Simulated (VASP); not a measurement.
# MgS in VASP: settings compared, part 3 of 3

VASP 6.6.1.

### Step 5. Single point, HSE06

This run uses another cell than the first one, of 22.69 Å³/atom, 0.980 times its volume.

POSCAR

```
MgS
1.0
    0.0000000000      2.8308768412      2.8308768412
    2.8308768412      0.0000000000      2.8308768412
    2.8308768412      2.8308768412      0.0000000000
Mg S
1 1
Direct
    0.0000000000      0.0000000000      0.0000000000
    0.2500000000      0.2500000000      0.2500000000
```

INCAR.step1

```
SYSTEM = MgS
PREC = Accurate ; ENCUT = 520
EDIFF = 1E-5 ; ISMEAR = 0
SIGMA = 0.01 ; LREAL = .False.
LASPH = .True. ; NELM = 100
ALGO = Normal ; ISIF = 2
LWAVE = .True. ; GGA = PE
NBANDS = 11
```

INCAR.step2

```
SYSTEM = MgS
PREC = Accurate ; ENCUT = 520
EDIFF = 1E-6 ; ISMEAR = 0
SIGMA = 0.01 ; LREAL = .False.
LASPH = .True. ; NELM = 100
ALGO = Normal ; ISIF = 2
LWAVE = .False. ; LCHARG = .True.
GGA = PE ; LHFCALC = .True.
HFSCREEN = 0.2079 ; PRECFOCK = Normal
LELF = .True. ; LVHAR = .True.
ISTART = 1 ; NBANDS = 11
```

KPOINTS

```
regular mesh
0
Gamma
  6 6 6
  0 0 0
```

Potentials or basis: VASP PAW PBE potentials, release 64 (Mg, S).

Command:

```
cat potpaw_PBE.64/Mg/POTCAR potpaw_PBE.64/S/POTCAR > POTCAR
cp INCAR.step1 INCAR
mpirun -np 1 vasp_std > vasp.out
cp INCAR.step2 INCAR
mpirun -np 1 vasp_std > vasp.out
```

OUTCAR:

```text
SYSTEM = MgS
   PREC = Accurate
   ENCUT = 520
   EDIFF = 1E-6
   ISMEAR = 0
   LREAL = .False.
   LASPH = .True.
   NELM = 100
   ISIF = 2
   GGA = PE
   LHFCALC = .True.
   HFSCREEN = 0.2079
   PRECFOCK = Normal
   ISTART = 1

 ion  position               nearest neighbor table
   1  0.000  0.000  0.000-   2 2.45   2 2.45   2 2.45   2 2.45
   2  0.250  0.250  0.250-   1 2.45   1 2.45   1 2.45   1 2.45

  LATTYP: Found a face centered cubic cell.
 ALAT       =     5.6617536824

[... 410 lines left out ...]

------------------------ aborting loop because EDIFF is reached ----------------------------------------

  FORCE on cell =-STRESS in cart. coord.  units (eV):
  Direction    XX          YY          ZZ          XY          YZ          ZX
  --------------------------------------------------------------------------------------
  -------------------------------------------------------------------------------------
  Total       -0.0379419     -0.0379419     -0.0379419      0.0000000     -0.0000000     -0.0000000
  in kB       -1.3397900     -1.3397900     -1.3397900      0.0000000     -0.0000000     -0.0000000
  external PRESSURE =      -1.3397900 kB  Pullay stress =       0.0000000 kB

 VOLUME and BASIS-vectors are now :
 -----------------------------------------------------------------------------
  energy-cutoff  :      520.00
  volume of cell :       45.37
      direct lattice vectors                 reciprocal lattice vectors
     0.000000000  2.830876841  2.830876841    -0.176623721  0.176623721  0.176623721
     2.830876841  0.000000000  2.830876841     0.176623721 -0.176623721  0.176623721
     2.830876841  2.830876841  0.000000000     0.176623721  0.176623721 -0.176623721

 POSITION                                       TOTAL-FORCE (eV/Angst)
 -----------------------------------------------------------------------------------
      0.00000      0.00000      0.00000         0.000000      0.000000      0.000000
      1.41544      1.41544      1.41544        -0.000000     -0.000000     -0.000000
 -----------------------------------------------------------------------------------
    total drift:                               -0.000000      0.000001      0.000001

  FREE ENERGIE OF THE ION-ELECTRON SYSTEM (eV)
  ---------------------------------------------------
  free  energy   TOTEN  =        -9.8457370857 eV

  energy  without entropy=       -9.8457370857  energy(sigma->0) =       -9.84573709
```

OSZICAR.step1:

```text
N       E                     dE             d eps       ncg     rms          rms(c)
DAV:   1     0.252995353153E+02    0.25300E+02   -0.34579E+03   368   0.581E+02
DAV:   2    -0.681853706208E+01   -0.32118E+02   -0.30987E+02   427   0.101E+02
DAV:   3    -0.897205407939E+01   -0.21535E+01   -0.21497E+01   446   0.279E+01
DAV:   4    -0.898766716267E+01   -0.15613E-01   -0.15610E-01   439   0.278E+00
DAV:   5    -0.898786434631E+01   -0.19718E-03   -0.19718E-03   438   0.311E-01    0.404E+00
DAV:   6    -0.849776324322E+01    0.49010E+00   -0.12336E+00   382   0.412E+00    0.310E+00
DAV:   7    -0.846314919308E+01    0.34614E-01   -0.27080E-01   415   0.211E+00    0.242E+00
DAV:   8    -0.847079940102E+01   -0.76502E-02   -0.23211E-02   391   0.917E-01    0.134E+00
DAV:   9    -0.846993159723E+01    0.86780E-03   -0.23460E-03   394   0.239E-01    0.434E-01
DAV:  10    -0.847014696916E+01   -0.21537E-03   -0.69319E-04   400   0.123E-01    0.958E-02
DAV:  11    -0.847014972335E+01   -0.27542E-05   -0.57660E-05   418   0.305E-02
   1 F= -.84701497E+01 E0= -.84701497E+01  d E =-.170076E-18
```

It took 16 min on 1 thread of Intel Xeon Platinum 8375C at 2.90GHz (Ice Lake), shared host; peak memory 0.29 GiB.

What came out:

```
Free energy            : -9.8457 eV
Pressure               : -0.1 GPa
Band gap on the k mesh : 4.51 eV, direct
```

Levels at points of the mesh, in eV from the valence-band top:
```
           k point  band 2  band 3  band 4  band 5  band 6  band 7
(0.00, 0.00, 0.00)    0.00    0.00    0.00    4.51    9.18    9.18
(0.50, 0.00, 0.00)   -3.39   -0.36   -0.36    6.22    8.83    8.83
(0.50, 0.50, 0.00)   -3.05   -1.13   -1.13    4.86    6.75   12.63
```

Caveat: the PAW data sets were made with another functional, which shifts forces and pressure a little. A k mesh can miss the band edges.

### Step 6. The runs side by side

```csv
level,cell,k mesh,grid for exact exchange (PRECFOCK),screening parameter,gap on the mesh (eV),pressure (GPa)
PBE,"a = 4.044, b = 4.044, c = 4.003 Å, angles 60.3, 60.3, 59.3°, 2 atoms",4 × 4 × 4,-,-,3.34,-0.1
PBE,"a = 4.064, b = 4.064, c = 4.003 Å, angles 60.5, 60.5, 59.0°, 2 atoms",4 × 4 × 4,-,-,3.28,-0.7
PBE,"a = 4.084, b = 4.084, c = 4.003 Å, angles 60.7, 60.7, 58.7°, 2 atoms",4 × 4 × 4,-,-,3.22,-1.2
HSE06,"a = 4.003 Å, angles 60.0°, 2 atoms",6 × 6 × 6,Normal,0.2079 1/Å,4.51,-0.1
```

Alike in all rows: task single point; potentials or basis VASP PAW PBE potentials, release 64 (Mg, S); no spin polarisation; cutoff (eV) 520; smearing gaussian 0.01 eV.

Caveats: some runs use coarse meshes; the PAW data sets were made with another functional, which shifts forces and pressure a little (some runs).

Total energies depend on the potentials used, so only differences within one code and one set of settings carry meaning.
